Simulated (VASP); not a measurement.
# Ti3Ga (Fm-3m) in VASP: notebook

Runs on Ti3Ga. Level: LDA. Tasks: single point.

Everything below comes from runs of VASP 6.6.1. Logs are shortened: lines on timing, memory, paths and dates and some standing lists are left out, and cuts for length are marked.

### 1 The cell of the first run

It takes space group Fm-3m (No. 225, cubic). Conventional cell: a = 6.395 Å, b = 6.395 Å, c = 6.395 Å, α = 90.00°, β = 90.00°, γ = 90.00°. Ti (site symmetry -43m) has 10 Ti at 2.77 to 3.20 Å and 4 Ga at 2.77 Å within 3.7 Å. Ti (site symmetry m-3m) has 8 Ti at 2.77 Å and 6 Ga at 3.20 Å within 3.7 Å. Ga (site symmetry m-3m) has 14 Ti at 2.77 to 3.20 Å within 3.7 Å.

### 2 Single point, LDA

The input, INCAR:

```
SYSTEM = Ti3Ga
ALGO     = Normal         ! electronic algorithm
EDIFF    = 1E-6           ! SCF threshold, eV
ENCUT    = 500            ! plane-wave cutoff, eV
GGA      = CA             ! functional
GGA_COMPAT= .False.      
ISIF     = 2              ! what is computed and relaxed
ISMEAR   = 0              ! smearing method
LASPH    = .True.         ! aspherical terms in the spheres
LCHARG   = .False.        ! write CHGCAR
LREAL    = .False.        ! projectors in reciprocal space
LWAVE    = .False.        ! write WAVECAR
NBANDS   = 32             ! bands
NELM     = 120            ! most SCF steps
PREC     = Accurate       ! precision mode
SIGMA    = 0.5            ! smearing width, eV
```

The input, KPOINTS:

```
k-points
0
Gamma
  6 6 6
  0 0 0
```

The input, POSCAR:

```
Ti3Ga
1.0
    0.0000000000      3.1977420000      3.1977420000
    3.1977420000      0.0000000000      3.1977420000
    3.1977420000      3.1977420000      0.0000000000
Ti Ga
3 1
Direct
    0.7500000000      0.7500000000      0.7500000000
    0.2500000000      0.2500000000      0.2500000000
    0.0000000000      0.0000000000      0.0000000000
    0.5000000000      0.5000000000      0.5000000000
```

Potentials or basis: VASP PAW LDA potentials, release 64 (Ti_sv, Ga_d).

Launch:

```sh
> cat potpaw_LDA.64/Ti_sv/POTCAR potpaw_LDA.64/Ga_d/POTCAR > POTCAR
> mpirun -np 1 vasp_std > vasp.out
```

OUTCAR:

```text
SYSTEM = Ti3Ga
   EDIFF = 1E-6
   ENCUT = 500
   GGA = CA
   ISIF = 2
   ISMEAR = 0
   LASPH = .True.
   LREAL = .False.
   NELM = 120
   PREC = Accurate

 ion  position               nearest neighbor table
   1  0.750  0.750  0.750-   4 2.77   4 2.77   4 2.77   3 2.77   4 2.77   3 2.77   3 2.77   3 2.77

   2  0.250  0.250  0.250-   3 2.77   3 2.77   3 2.77   3 2.77   4 2.77   4 2.77   4 2.77   4 2.77

   3  0.000  0.000  0.000-   1 2.77   1 2.77   1 2.77   1 2.77   2 2.77   2 2.77   2 2.77   2 2.77

   4  0.500  0.500  0.500-   2 2.77   2 2.77   2 2.77   1 2.77   2 2.77   1 2.77   1 2.77   1 2.77

  LATTYP: Found a face centered cubic cell.
 ALAT       =     6.3954840000

  Lattice vectors:

 A1 = (   0.0000000000,   3.1977420000,   3.1977420000)
 A2 = (   3.1977420000,   0.0000000000,   3.1977420000)
 A3 = (   3.1977420000,   3.1977420000,   0.0000000000)

Analysis of symmetry for initial positions (statically):
=====================================================================
 Subroutine PRICEL returns:
 Original cell was already a primitive cell.

 Routine SETGRP: Setting up the symmetry group for a
 face centered cubic supercell.

 Subroutine GETGRP returns: Found 48 space group operations
 (whereof 48 operations were pure point group operations)
 out of a pool of 48 trial point group operations.

The static configuration has the point symmetry O_h .

Analysis of symmetry for dynamics (positions and initial velocities):
=====================================================================
 Subroutine PRICEL returns:
 Original cell was already a primitive cell.

 Routine SETGRP: Setting up the symmetry group for a
 face centered cubic supercell.

 Subroutine GETGRP returns: Found 48 space group operations
 (whereof 48 operations were pure point group operations)
 out of a pool of 48 trial point group operations.

The dynamic configuration has the point symmetry O_h .

 Subroutine INISYM returns: Found 48 space group operations
 (whereof 48 operations are pure point group operations),
 and found     1 'primitive' translations

----------------------------------------------------------------------------------------

                                     Primitive cell

  volume of cell :      65.3974

  direct lattice vectors                    reciprocal lattice vectors
     0.000000000  3.197742000  3.197742000    -0.156360332  0.156360332  0.156360332
     3.197742000  0.000000000  3.197742000     0.156360332 -0.156360332  0.156360332
     3.197742000  3.197742000  0.000000000     0.156360332  0.156360332 -0.156360332

  length of vectors
     4.522290105  4.522290105  4.522290105     0.270824039  0.270824039  0.270824039

  position of ions in fractional coordinates (direct lattice)
     0.750000000  0.750000000  0.750000000
     0.250000000  0.250000000  0.250000000
     0.000000000  0.000000000  0.000000000
     0.500000000  0.500000000  0.500000000

  ion indices of the primitive-cell ions
   primitive index   ion index
                 1           1
                 2           2
                 3           3
                 4           4

----------------------------------------------------------------------------------------

 KPOINTS: k-points

Automatic generation of k-mesh.
 Grid dimensions read from file:
 generate k-points for:    6    6    6

 Generating k-lattice:

  Cartesian coordinates                     Fractional coordinates (reciprocal lattice)
    -0.026060055  0.026060055  0.026060055     0.166666667  0.000000000  0.000000000
     0.026060055 -0.026060055  0.026060055     0.000000000  0.166666667  0.000000000
     0.026060055  0.026060055 -0.026060055     0.000000000  0.000000000  0.166666667

  Length of vectors
     0.045137340  0.045137340  0.045137340

  Shift w.r.t. Gamma in fractional coordinates (k-lattice)
     0.000000000  0.000000000  0.000000000

 Subroutine IBZKPT returns following result:
 ===========================================

 Found     16 irreducible k-points:

 Following reciprocal coordinates:
            Coordinates               Weight
  0.000000  0.000000  0.000000      1.000000
  0.166667  0.000000  0.000000      8.000000
  0.333333  0.000000  0.000000      8.000000
  0.500000  0.000000  0.000000      4.000000
  0.166667  0.166667  0.000000      6.000000
  0.333333  0.166667  0.000000     24.000000
[... 8 lines left out ...]
 -0.333333  0.333333  0.166667     24.000000
 -0.333333  0.500000  0.166667     12.000000
   k-points           NKPTS =     16   k-points in BZ     NKDIM =     16   number of bands    NBANDS=     32
   number of dos      NEDOS =    301   number of ions     NIONS =      4
   total plane-waves  NPLWV =  46656
   dimension x,y,z NGX =    36 NGY =   36 NGZ =   36
   dimension x,y,z NGXF=    72 NGYF=   72 NGZF=   72
   ions per type =               3   1
   NGX,Y,Z   is equivalent  to a cutoff of  13.23, 13.23, 13.23 a.u.
   NGXF,Y,Z  is equivalent  to a cutoff of  26.47, 26.47, 26.47 a.u.
 SYSTEM =  Ti3Ga
   PREC   = accura    normal or accurate (medium, high low for compatibility)
   ISTART =      0    job   : 0-new  1-cont  2-samecut
   ICHARG =      2    charge: 1-file 2-atom 10-const
   ISPIN  =      1    spin polarized calculation?
   LNONCOLLINEAR =      F non collinear calculations
   LSORBIT =      F    spin-orbit coupling
   LASPH  =      T    aspherical Exc in radial PAW
   ENCUT  =  500.0 eV  36.75 Ry    6.06 a.u.   8.25  8.25  8.25*2*pi/ulx,y,z
   NELM   =    120;   NELMIN=  2; NELMDL= -5     # of ELM steps
   EDIFF  = 0.1E-05   stopping-criterion for ELM
   LREAL  =      F    real-space projection
   EDIFFG = 0.1E-04   stopping-criterion for IOM
   NSW    =      0    number of steps for IOM
   IBRION =     -1    ionic relax: 0-MD 1-quasi-New 2-CG
   NFREE  =      0    steps in history (QN), initial steepest desc. (CG)
   ISIF   =      2    stress and relaxation
   ISYM   =      2    0-nonsym 1-usesym 2-fastsym
   POTIM  = 0.5000    time-step for ionic-motion
   TEBEG  =    0.0;   TEEND  =   0.0 temperature during run
   PSTRESS=    0.0 pullay stress
   NELECT =      49.0000    total number of electrons
   NUPDOWN=      -1.0000    fix difference up-down
   EMIN   =  10.00;   EMAX   =-10.00  energy-range for DOS
   EFERMI =   0.00;   METHOD = LEGACY
   ISMEAR =     0;   SIGMA  =   0.50  broadening in eV -4-tet -1-fermi 0-gaus
   EFERMI_NEDOS =   21; number of points for ismear=-14 and -15
   IALGO  =     38    algorithm
   IMIX   =      4    mixing-type and parameters
     AMIX     =   0.40;   BMIX     =  1.00
     AMIX_MAG =   1.60;   BMIX_MAG =  1.00
  volume/ion in A,a.u.               =      16.35       110.33
  Fermi-wavevector in a.u.,A,eV,Ry     =   1.486917  2.809866 30.081428  2.210923
  Thomas-Fermi vector in A             =   2.600143
   LORBIT       =      0    0 simple, 1 ext, 2 COOP (PROOUT), +10 PAW based schemes
   GGA     = CA    functional components
   LHFCALC =     F    Hartree Fock is set to
   AEXX    =    0.0000 exact exchange contribution
   IVDW    =     0    specifies the selected vdW correction
   LEPSILON=     F    determine dielectric tensor
   LRPA    =     F    only Hartree local field effects (RPA)
 non-spin polarized calculation
 Gauss-broadening in eV      SIGMA  =   0.50
  energy-cutoff  :      500.00
  volume of cell :       65.40
 maximum number of plane-waves:      1676
 NGX is ok and might be reduce to    36
   NGX = 17   NGY = 17   NGZ = 17

 number of electron      49.0000020 magnetization

 Free energy of the ion-electron system (eV)
  ---------------------------------------------------
  ext. energy  EPLUGINS =         0.00000000
  ---------------------------------------------------
  free energy    TOTEN  =       -30.44871526 eV

  energy without entropy =      -29.69327860  energy(sigma->0) =      -30.07099693

 E-fermi :   8.0090     XC(G=0): -12.0802

 val. band max:        8.0011680523   @ k =   0.5000   0.3333   0.0000
 cond. band min:       8.0194372026   @ k =  -0.3333   0.1667   0.0000
 fundamental gap:      0.0182691503
 Fermi energy:         8.0090197487

 k-point     1 :       0.0000    0.0000    0.0000
  band No.  band energies     occupation
      1     -47.9229      2.00000
      2     -47.8500      2.00000
      3     -47.5307      2.00000
      4     -24.5978      2.00000
      5     -24.5978      2.00000
      6     -24.5978      2.00000
[... 24 lines left out ...]
     31      10.9398      0.00000
     32      10.9997      0.00000

 k-point     2 :       0.1667    0.0000    0.0000
  band No.  band energies     occupation
      1     -47.9150      2.00000
      2     -47.8528      2.00000
      3     -47.5361      2.00000
      4     -24.6551      2.00000
      5     -24.6331      2.00000
      6     -24.6331      2.00000
[... 24 lines left out ...]
     31      10.8773      0.00000
     32      11.1097      0.00000

 k-point     3 :       0.3333    0.0000    0.0000
  band No.  band energies     occupation
      1     -47.8959      2.00000
      2     -47.8607      2.00000
      3     -47.5474      2.00000
      4     -24.6647      2.00000
      5     -24.6647      2.00000
      6     -24.6619      2.00000
[... 24 lines left out ...]
     31      10.8105      0.00000
     32      10.9385      0.00000

 k-point     4 :       0.5000    0.0000    0.0000
  band No.  band energies     occupation
      1     -47.8797      2.00000
      2     -47.8711      2.00000
      3     -47.5535      2.00000
      4     -24.6768      2.00000
      5     -24.6768      2.00000
      6     -24.6397      2.00000
[... 374 lines left out ...]
     31      10.7091      0.00000
     32      10.9475      0.00000

 k-point    15 :      -0.3333    0.3333    0.1667
  band No.  band energies     occupation
      1     -47.8732      2.00000
      2     -47.8710      2.00000
      3     -47.5602      2.00000
      4     -24.7624      2.00000
      5     -24.6672      2.00000
      6     -24.6486      2.00000
[... 24 lines left out ...]
     31      10.4784      0.00000
     32      10.7628      0.00000

 k-point    16 :      -0.3333    0.5000    0.1667
  band No.  band energies     occupation
      1     -47.8746      2.00000
      2     -47.8674      2.00000
      3     -47.5626      2.00000
      4     -24.7828      2.00000
      5     -24.7139      2.00000
      6     -24.6252      2.00000
[... 24 lines left out ...]
     31      10.4667      0.00000
     32      10.5592      0.00000

------------------------ aborting loop because EDIFF is reached ----------------------------------------

  FORCE on cell =-STRESS in cart. coord.  units (eV):
  Direction    XX          YY          ZZ          XY          YZ          ZX
  --------------------------------------------------------------------------------------
  -------------------------------------------------------------------------------------
  Total       -3.1596257     -3.1596257     -3.1596257     -0.0000000      0.0000000     -0.0000000
  in kB      -77.4080207    -77.4080207    -77.4080207     -0.0000000      0.0000000     -0.0000000
  external PRESSURE =     -77.4080207 kB  Pullay stress =       0.0000000 kB

 VOLUME and BASIS-vectors are now :
 -----------------------------------------------------------------------------
  energy-cutoff  :      500.00
  volume of cell :       65.40
      direct lattice vectors                 reciprocal lattice vectors
     0.000000000  3.197742000  3.197742000    -0.156360332  0.156360332  0.156360332
     3.197742000  0.000000000  3.197742000     0.156360332 -0.156360332  0.156360332
     3.197742000  3.197742000  0.000000000     0.156360332  0.156360332 -0.156360332

 POSITION                                       TOTAL-FORCE (eV/Angst)
 -----------------------------------------------------------------------------------
      4.79661      4.79661      4.79661        -0.000000     -0.000000     -0.000000
      1.59887      1.59887      1.59887         0.000000     -0.000000      0.000000
      0.00000      0.00000      0.00000         0.000000      0.000000     -0.000000
      3.19774      3.19774      3.19774         0.000000      0.000000     -0.000000
 -----------------------------------------------------------------------------------
    total drift:                                0.000000      0.000000      0.000000

  FREE ENERGIE OF THE ION-ELECTRON SYSTEM (eV)
  ---------------------------------------------------
  free  energy   TOTEN  =       -30.4487152597 eV

  energy  without entropy=      -29.6932785972  energy(sigma->0) =      -30.07099693
```

Wall time 40 s (1 thread of Intel Xeon Platinum 8488C (Sapphire Rapids), shared host); peak memory 0.18 GiB.

What came out:

| Property | Result |
| --- | --- |
| Free energy | -30.4487 eV |
| Pressure | -7.7 GPa |
| Band gap on the k mesh | zero (an odd number of electrons rules out a gap without spin polarisation) |

Caveat: the cell stands under tension; so wide a smearing shifts energies and pressures.

### 3 Single point, LDA

The input, INCAR:

```
PREC     = Accurate       # precision mode
ENCUT    = 500            # plane-wave cutoff, eV
EDIFF    = 1E-6           # SCF threshold, eV
ISMEAR   = 0              # smearing method
SIGMA    = 0.3            # smearing width, eV
LREAL    = F              # projectors in reciprocal space
LASPH    = T              # aspherical terms in the spheres
NELM     = 120            # most SCF steps
ALGO     = Normal         # electronic algorithm
ISIF     = 2              # what is computed and relaxed
LWAVE    = F              # write WAVECAR
LCHARG   = F              # write CHGCAR
NBANDS   = 32             # bands
GGA_COMPAT= F
```

The input, KPOINTS:

```
regular mesh
0
Gamma
  6 6 6
```

POSCAR is that of step 2.

Potentials or basis: VASP PAW LDA potentials, release 64 (Ti_sv, Ga_d).

Launch:

```sh
> cat potpaw_LDA.64/Ti_sv/POTCAR potpaw_LDA.64/Ga_d/POTCAR > POTCAR
> mpirun -np 1 vasp_std > vasp.out
```

It took 42 s on 1 thread of Intel Xeon Platinum 8488C (Sapphire Rapids), shared host; peak memory 0.18 GiB.

The run converged. Its results:

```yaml
Free_energy: -30.1968 eV
Pressure: -8.5 GPa
Band_gap_on_the_k_mesh: zero (an odd number of electrons rules out a gap without spin polarisation)
```

Levels at points of the mesh, in eV from the Fermi level:
```
           k point  band 21  band 22  band 23  band 24  band 25  band 26  band 27  band 28
(0.00, 0.00, 0.00)    -1.87    -1.56    -1.56     0.06     0.06     0.06     2.47     2.47
(0.50, 0.00, 0.00)    -2.03    -0.45    -0.38    -0.38     0.09     0.09     0.98     1.12
(0.50, 0.50, 0.00)    -1.80    -0.74    -0.74    -0.19    -0.12    -0.12     1.18     1.18
```

Caveat: the cell stands under tension; so wide a smearing shifts energies and pressures.

[end of part 1 of 3]
